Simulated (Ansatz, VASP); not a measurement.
**One calculation of Hg, two programs**

```
CELL_PARAMETERS angstrom
0.00000 3.22300 3.22300
3.22300 0.00000 3.22300
3.22300 3.22300 0.00000
ATOMIC_POSITIONS crystal
Hg 0.87500 0.87500 0.87500
Hg 0.12500 0.12500 0.12500
```

Alike in both runs: functional LDA; k mesh 12 × 12 × 12; occupations fermi-dirac, width 0.05 eV; no spin polarisation.

Ansatz relaxed the structure, and its values are those at the end. VASP's run is a single point on that final structure, the one shown.

|  | VASP | Ansatz |
| --- | --- | --- |
| version | VASP 6.6.1 | Ansatz 0.2.0 |
| potentials or method | VASP PAW LDA potentials, release 64 (Hg), cutoff 520 eV | all-electron LAPW, scalar-relativistic |

```tsv
	VASP	Ansatz	Ansatz less VASP
pressure (GPa)	0.4	0.0	-0.40
```

LDA's correlation is that of Perdew and Zunger in VASP and of Perdew and Wang (1992) in Ansatz. Ansatz ran all-electron here, and VASP with PAW potentials.

Spin-orbit coupling is off throughout.
